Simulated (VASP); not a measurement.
# FePt (P4/mmm) in VASP: further runs

FePt is run at these levels: PBEsol, PBE; tasks: single point.

Program: VASP 6.6.1. These are calculated values, not measurements. Logs are shortened: lines on timing, memory, paths and dates and some standing lists are left out, and cuts for length are marked.

## 1. The cell of the first run

The structure is tetragonal, space group P4/mmm (No. 123). Conventional cell: a = 2.759 Å, b = 2.759 Å, c = 3.769 Å, α = 90.00°, β = 90.00°, γ = 90.00°. Within 3.6 Å of Pt (site symmetry 4/mmm) lie 8 Fe at 2.71 Å and 4 Pt at 2.76 Å. Fe (site symmetry 4/mmm) has 8 Pt at 2.71 Å and 4 Fe at 2.76 Å within 3.6 Å.

## 2. Single point, PBEsol, collinear spin, ferromagnetic start (14.35 Å³/atom)

The input, INCAR:

```
SYSTEM = FePt
  PREC = Accurate
  ENCUT = 520
  EDIFF = 1E-6
  ISMEAR = -1
  SIGMA = 0.05
  LREAL = .False.
  LASPH = .True.
  NELM = 150
  ALGO = Fast
  ISIF = 2
  LWAVE = .False.
  LCHARG = .True.
  ISPIN = 2
  MAGMOM = 0 3
  LORBIT = 11
  LMAXMIX = 4
  GGA = PS
  LELF = .True.
  LVHAR = .True.
  NBANDS = 20
```

The input, KPOINTS:

```
Automatic mesh
0
Gamma
  10 10 7
  0 0 0
```

The input, POSCAR:

```
FePt
1.0
    2.7593396363      0.0000000000      0.0000000000
    0.0000000000      2.7593396363      0.0000000000
    0.0000000000      0.0000000000      3.7689529822
Pt Fe
1 1
Direct
    0.5000000000      0.5000000000      0.5000000000
    0.0000000000      0.0000000000      0.0000000000
```

Potentials or basis: VASP PAW PBE potentials, release 64 (Pt, Fe).

Run with:

```sh
> cat potpaw_PBE.64/Pt/POTCAR potpaw_PBE.64/Fe/POTCAR > POTCAR
> mpirun -np 1 vasp_std > vasp.out
```

OUTCAR:

```text
SYSTEM = FePt
   PREC = Accurate
   ENCUT = 520
   EDIFF = 1E-6
   ISMEAR = -1
   LREAL = .False.
   LASPH = .True.
   NELM = 150
   ISIF = 2
   ISPIN = 2
   LORBIT = 11
   GGA = PS

 ion  position               nearest neighbor table
   1  0.500  0.500  0.500-   2 2.71   2 2.71   2 2.71   2 2.71   2 2.71   2 2.71   2 2.71   2 2.71

   2  0.000  0.000  0.000-   1 2.71   1 2.71   1 2.71   1 2.71   1 2.71   1 2.71   1 2.71   1 2.71

  LATTYP: Found a simple tetragonal cell.
 ALAT       =     2.7593396363
 C/A-ratio  =     1.3658894804

  Lattice vectors:

 A1 = (   2.7593396363,   0.0000000000,   0.0000000000)
 A2 = (   0.0000000000,   2.7593396363,   0.0000000000)
 A3 = (   0.0000000000,   0.0000000000,   3.7689529822)

Analysis of symmetry for initial positions (statically):
=====================================================================
 Subroutine PRICEL returns:
 Original cell was already a primitive cell.

 Routine SETGRP: Setting up the symmetry group for a
 simple tetragonal supercell.

 Subroutine GETGRP returns: Found 16 space group operations
 (whereof 16 operations were pure point group operations)
 out of a pool of 16 trial point group operations.

The static configuration has the point symmetry D_4h.

Analysis of symmetry for dynamics (positions and initial velocities):
=====================================================================
 Subroutine PRICEL returns:
 Original cell was already a primitive cell.

 Routine SETGRP: Setting up the symmetry group for a
 simple tetragonal supercell.

 Subroutine GETGRP returns: Found 16 space group operations
 (whereof 16 operations were pure point group operations)
 out of a pool of 16 trial point group operations.

The dynamic configuration has the point symmetry D_4h.

Analysis of structural, dynamic, and magnetic symmetry:
=====================================================================
 Subroutine PRICEL returns:
 Original cell was already a primitive cell.

 Routine SETGRP: Setting up the symmetry group for a
 simple tetragonal supercell.

 Subroutine GETGRP returns: Found 16 space group operations
 (whereof 16 operations were pure point group operations)
 out of a pool of 16 trial point group operations.

The overall configuration has the point symmetry D_4h.

 Subroutine INISYM returns: Found 16 space group operations
 (whereof 16 operations are pure point group operations),
 and found     1 'primitive' translations

----------------------------------------------------------------------------------------

                                     Primitive cell

  volume of cell :      28.6966

  direct lattice vectors                    reciprocal lattice vectors
     2.759339636  0.000000000  0.000000000     0.362405551  0.000000000  0.000000000
     0.000000000  2.759339636  0.000000000     0.000000000  0.362405551  0.000000000
     0.000000000  0.000000000  3.768952982     0.000000000  0.000000000  0.265325677

  length of vectors
     2.759339636  2.759339636  3.768952982     0.362405551  0.362405551  0.265325677

  position of ions in fractional coordinates (direct lattice)
     0.500000000  0.500000000  0.500000000
     0.000000000  0.000000000  0.000000000

  ion indices of the primitive-cell ions
   primitive index   ion index
                 1           1
                 2           2

----------------------------------------------------------------------------------------

 KPOINTS: Automatic mesh

Automatic generation of k-mesh.
 Grid dimensions read from file:
 generate k-points for:   10   10    7

 Generating k-lattice:

  Cartesian coordinates                     Fractional coordinates (reciprocal lattice)
     0.036240555  0.000000000  0.000000000     0.100000000  0.000000000  0.000000000
     0.000000000  0.036240555  0.000000000     0.000000000  0.100000000  0.000000000
     0.000000000  0.000000000  0.037903668     0.000000000  0.000000000  0.142857143

  Length of vectors
     0.036240555  0.036240555  0.037903668

  Shift w.r.t. Gamma in fractional coordinates (k-lattice)
     0.000000000  0.000000000  0.000000000

 Subroutine IBZKPT returns following result:
 ===========================================

 Found     84 irreducible k-points:

 Following reciprocal coordinates:
            Coordinates               Weight
  0.000000  0.000000  0.000000      1.000000
  0.100000  0.000000  0.000000      4.000000
  0.200000  0.000000  0.000000      4.000000
  0.300000  0.000000  0.000000      4.000000
  0.400000  0.000000  0.000000      4.000000
  0.500000  0.000000  0.000000      2.000000
[... 16 lines left out ...]
  0.100000  0.000000  0.142857      8.000000
  0.200000  0.000000  0.142857      8.000000
 [... further k-points ...]
   k-points           NKPTS =     84   k-points in BZ     NKDIM =     84   number of bands    NBANDS=     20
   number of dos      NEDOS =    301   number of ions     NIONS =      2
   total plane-waves  NPLWV =  16128
   dimension x,y,z NGX =    24 NGY =   24 NGZ =   28
   dimension x,y,z NGXF=    48 NGYF=   48 NGZF=   56
   ions per type =               1   1
   NGX,Y,Z   is equivalent  to a cutoff of  14.46, 14.46, 12.35 a.u.
   NGXF,Y,Z  is equivalent  to a cutoff of  28.92, 28.92, 24.70 a.u.
 SYSTEM =  FePt
   PREC   = accura    normal or accurate (medium, high low for compatibility)
   ISTART =      0    job   : 0-new  1-cont  2-samecut
   ICHARG =      2    charge: 1-file 2-atom 10-const
   ISPIN  =      2    spin polarized calculation?
   LNONCOLLINEAR =      F non collinear calculations
   LSORBIT =      F    spin-orbit coupling
   LASPH  =      T    aspherical Exc in radial PAW
   ENCUT  =  520.0 eV  38.22 Ry    6.18 a.u.   5.13  5.13  7.01*2*pi/ulx,y,z
   NELM   =    150;   NELMIN=  2; NELMDL= -5     # of ELM steps
   EDIFF  = 0.1E-05   stopping-criterion for ELM
   LREAL  =      F    real-space projection
[... 7 lines left out ...]
   TEBEG  =    0.0;   TEEND  =   0.0 temperature during run
   PSTRESS=    0.0 pullay stress
   NELECT =      18.0000    total number of electrons
   NUPDOWN=      -1.0000    fix difference up-down
   EMIN   =  10.00;   EMAX   =-10.00  energy-range for DOS
   EFERMI =   0.00;   METHOD = LEGACY
   ISMEAR =    -1;   SIGMA  =   0.05  broadening in eV -4-tet -1-fermi 0-gaus
   EFERMI_NEDOS =   21; number of points for ismear=-14 and -15
   IALGO  =     68    algorithm
   IMIX   =      4    mixing-type and parameters
     AMIX     =   0.40;   BMIX     =  1.00
     AMIX_MAG =   1.60;   BMIX_MAG =  1.00
  volume/ion in A,a.u.               =      14.35        96.83
  Fermi-wavevector in a.u.,A,eV,Ry     =   1.401378  2.648221 26.719945  1.963861
  Thomas-Fermi vector in A             =   2.524245
   LORBIT       =     11    0 simple, 1 ext, 2 COOP (PROOUT), +10 PAW based schemes
   GGA     = PS    functional components
   LHFCALC =     F    Hartree Fock is set to
   AEXX    =    0.0000 exact exchange contribution
   IVDW    =     0    specifies the selected vdW correction
   LEPSILON=     F    determine dielectric tensor
   LRPA    =     F    only Hartree local field effects (RPA)
 spin polarized calculation
 RMM-DIIS sequential band-by-band and
  energy-cutoff  :      520.00
  volume of cell :       28.70
 maximum number of plane-waves:       788
 NGX is ok and might be reduce to    24
   NGX = 11   NGY = 11   NGZ = 15

 number of electron      17.9999998 magnetization       3.3518449

 Free energy of the ion-electron system (eV)
  ---------------------------------------------------
  ext. energy  EPLUGINS =         0.00000000
  ---------------------------------------------------
  free energy    TOTEN  =       -16.21269553 eV

  energy without entropy =      -16.20073018  energy(sigma->0) =      -16.20671286

 E-fermi :   8.0058     XC(G=0): -12.9826

 val. band max:        8.0020542838   @ k =   0.5000   0.4000   0.2857
 cond. band min:       8.0110302401   @ k =   0.2000   0.2000   0.4286
 fundamental gap:      0.0089759563
 Fermi energy:         8.0057975241

 spin component 1

 k-point     1 :       0.0000    0.0000    0.0000
  band No.  band energies     occupation
      1      -1.3552      1.00000
      2       1.9120      1.00000
      3       2.1087      1.00000
      4       4.6390      1.00000
      5       4.6390      1.00000
      6       5.0957      1.00000
[... 12 lines left out ...]
     19      29.1824      0.00000
     20      29.1829      0.00000

 k-point     2 :       0.1000    0.0000    0.0000
  band No.  band energies     occupation
      1      -1.1058      1.00000
      2       2.0465      1.00000
      3       2.2711      1.00000
      4       4.5459      1.00000
      5       4.7083      1.00000
      6       5.1592      1.00000
[... 498 lines left out ...]
 k-point    24 :       0.2000    0.0000    0.1429
  band No.  band energies     occupation
      1      -0.1925      1.00000
      2       2.4144      1.00000
      3       2.8811      1.00000
      4       4.3058      1.00000
      5       4.8799      1.00000
      6       5.2175      1.00000
[... 12 lines left out ...]
     19      30.5122      0.00000
     20      30.6031      0.00000

 [... further k-points ...]

 spin component 2

 k-point     1 :       0.0000    0.0000    0.0000
  band No.  band energies     occupation
      1      -1.1722      1.00000
      2       2.5149      1.00000
      3       2.5241      1.00000
      4       5.7535      1.00000
      5       5.7536      1.00000
      6       7.2659      1.00000
[... 12 lines left out ...]
     19      29.3274      0.00000
     20      29.3313      0.00000

 k-point     2 :       0.1000    0.0000    0.0000
  band No.  band energies     occupation
      1      -0.9214      1.00000
      2       2.6074      1.00000
      3       2.7370      1.00000
      4       5.5178      1.00000
      5       5.8213      1.00000
      6       7.0983      1.00000
[... 498 lines left out ...]
 k-point    24 :       0.2000    0.0000    0.1429
  band No.  band energies     occupation
      1      -0.0014      1.00000
      2       2.8957      1.00000
      3       3.4252      1.00000
      4       4.8893      1.00000
      5       5.9864      1.00000
      6       6.6930      1.00000
[... 12 lines left out ...]
     19      30.7780      0.00000
     20      30.9199      0.00000

 [... further k-points ...]

------------------------ aborting loop because EDIFF is reached ----------------------------------------

  FORCE on cell =-STRESS in cart. coord.  units (eV):
  Direction    XX          YY          ZZ          XY          YZ          ZX
  --------------------------------------------------------------------------------------
  -------------------------------------------------------------------------------------
  Total       -2.4462317     -2.4462317     -2.3074363      0.0000000      0.0000000      0.0000000
  in kB     -136.5768641   -136.5768641   -128.8277031      0.0000000      0.0000000      0.0000000
  external PRESSURE =    -133.9938104 kB  Pullay stress =       0.0000000 kB

 VOLUME and BASIS-vectors are now :
 -----------------------------------------------------------------------------
  energy-cutoff  :      520.00
  volume of cell :       28.70
      direct lattice vectors                 reciprocal lattice vectors
     2.759339636  0.000000000  0.000000000     0.362405551  0.000000000  0.000000000
     0.000000000  2.759339636  0.000000000     0.000000000  0.362405551  0.000000000
     0.000000000  0.000000000  3.768952982     0.000000000  0.000000000  0.265325677

 POSITION                                       TOTAL-FORCE (eV/Angst)
 -----------------------------------------------------------------------------------
      1.37967      1.37967      1.88448         0.000000      0.000000      0.000000
      0.00000      0.00000      0.00000         0.000000      0.000000      0.000000
 -----------------------------------------------------------------------------------
    total drift:                                0.000000      0.000000     -0.000000

  FREE ENERGIE OF THE ION-ELECTRON SYSTEM (eV)
  ---------------------------------------------------
  free  energy   TOTEN  =       -16.2126955285 eV

  energy  without entropy=      -16.2007301830  energy(sigma->0) =      -16.20671286

 total charge

# of ion       s       p       d       tot
------------------------------------------
    1        0.688   0.619   8.022   9.330
    2        0.399   0.426   6.085   6.910
--------------------------------------------------
tot          1.087   1.045  14.108  16.240

 magnetization (x)

# of ion       s       p       d       tot
------------------------------------------
    1       -0.024  -0.059   0.428   0.345
    2        0.005  -0.005   2.981   2.981
--------------------------------------------------
tot         -0.019  -0.064   3.409   3.325
```

Run time: 73 s. Hardware: 1 thread of Intel Xeon Platinum 8375C at 2.90GHz (Ice Lake), shared host; peak memory 0.22 GiB.

What came out:

- Free energy: -16.2127 eV
- Pressure: -13.4 GPa
- Net moment: 3.35 μB per cell
- Site moments: Pt +0.34; Fe +2.98 μB
- Valence electrons inside the program's atomic spheres: Pt 9.33; Fe 6.91

Levels at points of the mesh, in eV from the Fermi level:
Spin up:
| k point | band 7 | band 8 | band 9 | band 10 | band 11 | band 12 | band 13 | band 14 | band 15 | band 16 |
| --- | --- | --- | --- | --- | --- | --- | --- | --- | --- | --- |
| (0.00, 0.00, 0.00) | -2.15 | -1.95 | -0.55 | -0.48 | -0.48 | 2.17 | 9.25 | 11.33 | 11.33 | 17.07 |
| (0.50, 0.00, 0.00) | -2.55 | -2.54 | -2.20 | -1.58 | -0.02 | 1.86 | 10.15 | 10.17 | 12.01 | 12.75 |
| (0.50, 0.50, 0.00) | -0.60 | -0.58 | -0.58 | 0.47 | 1.52 | 1.52 | 7.15 | 9.50 | 10.64 | 12.04 |
Spin down:
| k point | band 3 | band 4 | band 5 | band 6 | band 7 | band 8 | band 9 | band 10 | band 11 | band 12 |
| --- | --- | --- | --- | --- | --- | --- | --- | --- | --- | --- |
| (0.00, 0.00, 0.00) | -5.48 | -2.25 | -2.25 | -0.74 | -0.69 | 0.56 | 1.58 | 1.61 | 1.61 | 2.41 |
| (0.50, 0.00, 0.00) | -4.07 | -3.36 | -2.32 | -1.33 | -1.08 | -0.80 | 0.49 | 0.71 | 2.19 | 2.47 |
| (0.50, 0.50, 0.00) | -4.71 | -4.55 | 0.84 | 1.14 | 1.57 | 1.67 | 1.67 | 1.70 | 1.71 | 1.71 |

Caveat: the cell stands under tension; the PAW data sets were made with another functional, which shifts forces and pressure a little; spin-orbit coupling is left out, which moves the levels of the heavy elements.

[end of part 1 of 2]
